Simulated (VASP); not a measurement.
# Al (a cell with a defect) in VASP: single point with PBE

Aim: the single point of Al (a cell with a defect) with PBE.

Program: VASP 6.6.1. These are calculated values, not measurements. Logs are shortened: lines on timing, memory, paths and dates and some standing lists are left out, and cuts for length are marked.

### 1 The cell of the first run

The cell holds a defect, 31 atoms: a = 8.100 Å, b = 8.100 Å, c = 8.100 Å, α = 90.00°, β = 90.00°, γ = 90.00°.

### 2 Single point, PBE

The input, INCAR:

```
ALGO     = Normal         # electronic algorithm
EDIFF    = 1E-6           # SCF threshold, eV
ENCUT    = 520            # plane-wave cutoff, eV
GGA      = PE             # functional
ISIF     = 2              # what is computed and relaxed
ISMEAR   = 0              # smearing method
LASPH    = T              # aspherical terms in the spheres
LCHARG   = T              # write CHGCAR
LELF     = T              # ELF
LREAL    = Auto         
LVHAR    = T            
LWAVE    = F              # write WAVECAR
NBANDS   = 68             # bands
NELM     = 100            # most SCF steps
PREC     = Accurate       # precision mode
SIGMA    = 0.05           # smearing width, eV
```

The input, KPOINTS:

```
k-points
0
Gamma
  3 3 3
```

The input, POSCAR:

```
Al
1.0
    8.1000000000      0.0000000000      0.0000000000
    0.0000000000      8.1000000000      0.0000000000
    0.0000000000      0.0000000000      8.1000000000
Al
31
Direct
    0.4965293827      0.0052338272      0.0000074074
    0.7443765432      0.2539439506      0.0000071605
    0.7509574074     -0.0005780247      0.2506453086
    0.0013080247      0.0018616049      0.0000059259
    0.4175992593      0.4181845679      0.0000159259
    0.7487966667      0.7493470370      0.0000064198
    0.2488158025      0.0025709877      0.2467953086
    0.5032564198      0.2434833333      0.2651708642
    0.7456585185      0.5016434568      0.2459803704
    0.5008264198     -0.0080871605      0.5000049383
    0.7557158025      0.2503102469      0.4999995062
    0.7509622222     -0.0005807407      0.7493669136
    0.0046986420      0.4970725926      0.0000080247
    0.2533895062      0.7449406173      0.0000088889
    0.0020256790      0.2493630864      0.2467958025
    0.2429203704      0.5038265432      0.2651960494
    0.5010945679      0.7462049383      0.2459871605
   -0.0000932099      0.0004611111      0.5000072840
    0.2474809877      0.2480376543      0.5000097531
    0.5015188889      0.5020612346      0.5000108642
    0.7500414815      0.7505972840      0.5000064198
    0.2488140741      0.0025814815      0.7532245679
    0.5032766667      0.2434738272      0.7348362963
    0.7456576543      0.5016459259      0.7540346914
   -0.0011374074      0.7515120988      0.2506458025
   -0.0086496296      0.5013782716      0.5000082716
    0.2497603704      0.7562806173      0.5000154321
    0.0020183951      0.2493645679      0.7532181481
    0.2429261728      0.5038214815      0.7348250617
    0.5010920988      0.7462071605      0.7540316049
   -0.0011309877      0.7515120988      0.7493716049
```

Potentials or basis: VASP PAW PBE potentials, release 64 (Al).

Run with:

```sh
$ cat potpaw_PBE.64/Al/POTCAR > POTCAR
$ mpirun -np 1 vasp_std > vasp.out
```

OUTCAR:

```text
EDIFF = 1E-6
   ENCUT = 520
   GGA = PE
   ISIF = 2
   ISMEAR = 0
   LASPH = T
   LREAL = Auto
   NELM = 100
   PREC = Accurate

 ion  position               nearest neighbor table
   1  0.497  0.005  0.000-  22 2.83   7 2.83   2 2.84  14 2.89  23 2.89   8 2.89   3 2.89  12 2.89
                            30 2.89  17 2.89   6 2.91
   2  0.744  0.254  0.000-   9 2.83  24 2.83   1 2.84  13 2.89  28 2.89  15 2.89   3 2.89  12 2.89
                            23 2.90   8 2.90   4 2.92   5 2.96
   3  0.751  0.999  0.251-   8 2.82  25 2.84  21 2.85  18 2.85  10 2.86  11 2.87   6 2.87   4 2.87
                            15 2.87  17 2.88   1 2.89   2 2.89
   4  0.001  0.002  0.000-  22 2.83  28 2.83  15 2.83   7 2.83  31 2.87  12 2.87  25 2.87   3 2.87
                             6 2.89  14 2.92   2 2.92
   5  0.418  0.418  0.000-   8 2.66  16 2.66  29 2.66  23 2.66  14 2.96   2 2.96
   6  0.749  0.749  0.000-  24 2.83   9 2.83  30 2.83  17 2.83  25 2.87  31 2.87  12 2.87   3 2.87
                             4 2.89   1 2.91  13 2.91
   7  0.249  0.003  0.247-  15 2.83   4 2.83   1 2.83   8 2.84  19 2.86  27 2.86  25 2.87  18 2.88
                            14 2.89  10 2.89  17 2.91
   8  0.503  0.243  0.265-   5 2.66  10 2.79  11 2.79  19 2.81   3 2.82  20 2.83   7 2.84   9 2.87
                             1 2.89   2 2.90  16 2.98
   9  0.746  0.502  0.246-  17 2.80   2 2.83   6 2.83  20 2.85  26 2.86   8 2.87  21 2.88  25 2.88
                            13 2.89  11 2.90  15 2.91
  10  0.501  0.992  0.500-  23 2.79   8 2.79  27 2.79  21 2.81   3 2.86  12 2.86  17 2.86  30 2.86
                             7 2.89  22 2.90  19 2.92  11 2.94
  11  0.756  0.250  0.500-  26 2.79  23 2.79   8 2.79  18 2.83  15 2.86  28 2.86   3 2.87  12 2.87
                             9 2.90  24 2.90  20 2.90  10 2.94
  12  0.751  0.999  0.749-  23 2.82  31 2.84  21 2.85  18 2.85  10 2.86  11 2.87   6 2.87   4 2.87
                            28 2.87  30 2.88   1 2.89   2 2.89
  13  0.005  0.497  0.000-  15 2.83  28 2.83  14 2.84   2 2.89  16 2.89  29 2.89  31 2.89  25 2.89
                             9 2.89  24 2.89   6 2.91
  14  0.253  0.745  0.000-  30 2.83  17 2.83  13 2.84   1 2.89   7 2.89  22 2.89  31 2.89  25 2.89
[... 21 lines left out ...]
  25  0.999  0.752  0.251-  16 2.82   3 2.84  21 2.85  18 2.85  26 2.86  27 2.87   6 2.87   4 2.87
                             7 2.87   9 2.88  13 2.89  14 2.89
  26  0.991  0.501  0.500-  16 2.79  29 2.79  11 2.79  21 2.81  25 2.86  31 2.86  24 2.86   9 2.86
                            28 2.89  15 2.90  19 2.92  27 2.94
  27  0.250  0.756  0.500-  10 2.79  29 2.79  16 2.79  18 2.83  22 2.86   7 2.86  31 2.87  25 2.87
                            30 2.90  17 2.90  20 2.90  26 2.94
  28  0.002  0.249  0.753-  22 2.83   4 2.83  13 2.83  29 2.84  19 2.86  11 2.86  12 2.87  18 2.88
                             2 2.89  26 2.89  24 2.91
  29  0.243  0.504  0.735-   5 2.66  26 2.79  27 2.79  19 2.81  31 2.82  20 2.83  28 2.84  30 2.87
                            13 2.89  14 2.90  23 2.98
  30  0.501  0.746  0.754-  24 2.80  14 2.83   6 2.83  20 2.85  10 2.86  29 2.87  21 2.88  12 2.88
                             1 2.89  27 2.90  22 2.91
  31  0.999  0.752  0.749-  29 2.82  12 2.84  21 2.85  18 2.85  26 2.86  27 2.87   6 2.87   4 2.87
                            22 2.87  24 2.88  13 2.89  14 2.89

  LATTYP: Found a simple cubic cell.
 ALAT       =     8.1000000000

  Lattice vectors:

 A1 = (   8.1000000000,   0.0000000000,   0.0000000000)
 A2 = (   0.0000000000,   8.1000000000,   0.0000000000)
 A3 = (   0.0000000000,   0.0000000000,   8.1000000000)

Analysis of symmetry for initial positions (statically):
=====================================================================
 Subroutine PRICEL returns:
 Original cell was already a primitive cell.

 Routine SETGRP: Setting up the symmetry group for a
 simple cubic supercell.

 Subroutine GETGRP returns: Found  1 space group operations
 (whereof  1 operations were pure point group operations)
 out of a pool of 48 trial point group operations.

The static configuration has the point symmetry C_1 .

Analysis of symmetry for dynamics (positions and initial velocities):
=====================================================================
 Subroutine PRICEL returns:
 Original cell was already a primitive cell.

 Routine SETGRP: Setting up the symmetry group for a
 simple cubic supercell.

 Subroutine GETGRP returns: Found  1 space group operations
 (whereof  1 operations were pure point group operations)
 out of a pool of 48 trial point group operations.

The dynamic configuration has the point symmetry C_1 .

 Subroutine INISYM returns: Found  1 space group operations
 (whereof  1 operations are pure point group operations),
 and found     1 'primitive' translations

----------------------------------------------------------------------------------------

                                     Primitive cell
[... 100 lines left out ...]
 ===========================================

 Found     14 irreducible k-points:

 Following reciprocal coordinates:
            Coordinates               Weight
  0.000000  0.000000  0.000000      1.000000
  0.333333  0.000000  0.000000      2.000000
  0.000000  0.333333  0.000000      2.000000
  0.000000  0.000000  0.333333      2.000000
  0.333333  0.333333  0.000000      2.000000
  0.000000  0.333333  0.333333      2.000000
  0.333333  0.000000  0.333333      2.000000
 -0.333333  0.333333  0.000000      2.000000
 -0.333333  0.000000  0.333333      2.000000
  0.000000 -0.333333  0.333333      2.000000
  0.333333  0.333333  0.333333      2.000000
 -0.333333  0.333333  0.333333      2.000000
 -0.333333 -0.333333  0.333333      2.000000
  0.333333 -0.333333  0.333333      2.000000
   k-points           NKPTS =     14   k-points in BZ     NKDIM =     14   number of bands    NBANDS=     68
   number of dos      NEDOS =    301   number of ions     NIONS =     31
   total plane-waves  NPLWV = 216000
   dimension x,y,z NGX =    60 NGY =   60 NGZ =   60
   dimension x,y,z NGXF=   120 NGYF=  120 NGZF=  120
   ions per type =              31
   NGX,Y,Z   is equivalent  to a cutoff of  12.31, 12.31, 12.31 a.u.
   NGXF,Y,Z  is equivalent  to a cutoff of  24.63, 24.63, 24.63 a.u.
 SYSTEM =  unknown system
   PREC   = accura    normal or accurate (medium, high low for compatibility)
   ISTART =      0    job   : 0-new  1-cont  2-samecut
   ICHARG =      2    charge: 1-file 2-atom 10-const
   ISPIN  =      1    spin polarized calculation?
   LNONCOLLINEAR =      F non collinear calculations
   LSORBIT =      F    spin-orbit coupling
   LASPH  =      T    aspherical Exc in radial PAW
   ENCUT  =  520.0 eV  38.22 Ry    6.18 a.u.  15.06 15.06 15.06*2*pi/ulx,y,z
   NELM   =    100;   NELMIN=  2; NELMDL= -5     # of ELM steps
   EDIFF  = 0.1E-05   stopping-criterion for ELM
   LREAL  =      T    real-space projection
   EDIFFG = 0.1E-04   stopping-criterion for IOM
   NSW    =      0    number of steps for IOM
   IBRION =     -1    ionic relax: 0-MD 1-quasi-New 2-CG
   NFREE  =      0    steps in history (QN), initial steepest desc. (CG)
   ISIF   =      2    stress and relaxation
   ISYM   =      2    0-nonsym 1-usesym 2-fastsym
   POTIM  = 0.5000    time-step for ionic-motion
   TEBEG  =    0.0;   TEEND  =   0.0 temperature during run
   PSTRESS=    0.0 pullay stress
   NELECT =      93.0000    total number of electrons
   NUPDOWN=      -1.0000    fix difference up-down
   EMIN   =  10.00;   EMAX   =-10.00  energy-range for DOS
   EFERMI =   0.00;   METHOD = LEGACY
   ISMEAR =     0;   SIGMA  =   0.05  broadening in eV -4-tet -1-fermi 0-gaus
   EFERMI_NEDOS =   21; number of points for ismear=-14 and -15
   IALGO  =     38    algorithm
   IMIX   =      4    mixing-type and parameters
     AMIX     =   0.40;   BMIX     =  1.00
     AMIX_MAG =   1.60;   BMIX_MAG =  1.00
  volume/ion in A,a.u.               =      17.14       115.69
  Fermi-wavevector in a.u.,A,eV,Ry     =   0.915695  1.730412 11.408446  0.838497
  Thomas-Fermi vector in A             =   2.040466
   LORBIT       =      0    0 simple, 1 ext, 2 COOP (PROOUT), +10 PAW based schemes
   GGA     = PE    functional components
   LHFCALC =     F    Hartree Fock is set to
   AEXX    =    0.0000 exact exchange contribution
   IVDW    =     0    specifies the selected vdW correction
   LEPSILON=     F    determine dielectric tensor
   LRPA    =     F    only Hartree local field effects (RPA)
 non-spin polarized calculation
 Gauss-broadening in eV      SIGMA  =   0.05
  energy-cutoff  :      520.00
  volume of cell :      531.44
 maximum number of plane-waves:     14358
   NGX = 31   NGY = 31   NGZ = 31

 number of electron      93.0000000 magnetization

 Free energy of the ion-electron system (eV)
  ---------------------------------------------------
  ext. energy  EPLUGINS =         0.00000000
  ---------------------------------------------------
  free energy    TOTEN  =      -115.44769526 eV

  energy without entropy =     -115.43456248  energy(sigma->0) =     -115.44112887

 E-fermi :   7.4639     XC(G=0): -10.0322

 val. band max:        7.4404434020   @ k =  -0.3333   0.3333   0.3333
 cond. band min:       7.4871946418   @ k =  -0.3333  -0.3333   0.3333
 fundamental gap:      0.0467512398
 Fermi energy:         7.4638576611

 k-point     1 :       0.0000    0.0000    0.0000
  band No.  band energies     occupation
      1      -3.3632      2.00000
      2      -1.2610      2.00000
      3      -1.2341      2.00000
      4      -1.1661      2.00000
      5      -1.1615      2.00000
      6      -1.0154      2.00000
[... 843 lines left out ...]
     57       9.2602      0.00000
     58       9.4603      0.00000
 [bands above 58 left out]

------------------------ aborting loop because EDIFF is reached ----------------------------------------

  FORCE on cell =-STRESS in cart. coord.  units (eV):
  Direction    XX          YY          ZZ          XY          YZ          ZX
  --------------------------------------------------------------------------------------
  -------------------------------------------------------------------------------------
  Total       -3.6854861     -3.6609110     -0.1586530      0.2102868     -0.0009540      0.0001773
  in kB      -11.1109272    -11.0368388     -0.4783038      0.6339684     -0.0028761      0.0005344
  external PRESSURE =      -7.5420233 kB  Pullay stress =       0.0000000 kB

 VOLUME and BASIS-vectors are now :
 -----------------------------------------------------------------------------
  energy-cutoff  :      520.00
  volume of cell :      531.44
      direct lattice vectors                 reciprocal lattice vectors
     8.100000000  0.000000000  0.000000000     0.123456790  0.000000000  0.000000000
     0.000000000  8.100000000  0.000000000     0.000000000  0.123456790  0.000000000
     0.000000000  0.000000000  8.100000000     0.000000000  0.000000000  0.123456790

 POSITION                                       TOTAL-FORCE (eV/Angst)
 -----------------------------------------------------------------------------------
      4.02189      0.04239      0.00006         0.004683     -0.018141     -0.000041
      6.02945      2.05695      0.00006        -0.000208     -0.025779     -0.000020
      6.08275      8.09532      2.03023        -0.007659     -0.009690      0.013297
      0.01060      0.01508      0.00005        -0.004551     -0.002867      0.000066
      3.38255      3.38729      0.00013         0.449301      0.451457     -0.000781
      6.06525      6.06971      0.00005        -0.011006     -0.009166      0.000252
[... 23 lines left out ...]
      4.05885      6.04428      6.10766        -0.016780     -0.027217      0.017546
      8.09084      6.08725      6.06991        -0.009867     -0.007559     -0.011941
 -----------------------------------------------------------------------------------
    total drift:                                0.005585      0.018706     -0.000468

  FREE ENERGIE OF THE ION-ELECTRON SYSTEM (eV)
  ---------------------------------------------------
  free  energy   TOTEN  =      -115.4476952613 eV

  energy  without entropy=     -115.4345624819  energy(sigma->0) =     -115.44112887
```

Wall time 6.7 min (1 thread of Intel Xeon 6975P-C (Granite Rapids), shared host); peak memory 0.62 GiB.

What came out:

```yaml
Free_energy: -115.4477 eV
Pressure: -0.8 GPa
Largest_force: 0.637 eV/Å
```

Forces in eV/Å, atoms in the order of the input:
```
Al   0.005 -0.018  0.000
Al   0.000 -0.026  0.000
Al  -0.008 -0.010  0.013
Al  -0.005 -0.003  0.000
Al   0.449  0.451 -0.001
Al  -0.011 -0.009  0.000
Al  -0.007 -0.014 -0.009
Al  -0.024 -0.041  0.003
Al  -0.025 -0.019 -0.018
Al  -0.003 -0.032  0.000
Al  -0.014 -0.010  0.000
Al  -0.008 -0.010 -0.013
Al  -0.017  0.005  0.000
Al  -0.025 -0.003  0.000
Al  -0.013 -0.008 -0.010
Al  -0.040 -0.024  0.004
Al  -0.017 -0.027 -0.018
Al  -0.009 -0.006  0.000
Al  -0.027 -0.027  0.000
Al  -0.006 -0.004  0.000
Al  -0.005 -0.002  0.000
Al  -0.007 -0.014  0.009
Al  -0.025 -0.040 -0.002
Al  -0.025 -0.019  0.018
Al  -0.010 -0.007  0.012
Al  -0.032 -0.003  0.000
Al  -0.012 -0.012  0.000
Al  -0.012 -0.008  0.010
Al  -0.040 -0.025 -0.004
Al  -0.017 -0.027  0.018
Al  -0.010 -0.008 -0.012
```

Levels at points of the mesh, in eV from the Fermi level:
```tsv
k point	band 44	band 45	band 46	band 47	band 48	band 49	band 50	band 51
(0.00, 0.00, 0.00)	-0.27	-0.24	0.24	0.42	0.48	0.56	0.59	0.59
```
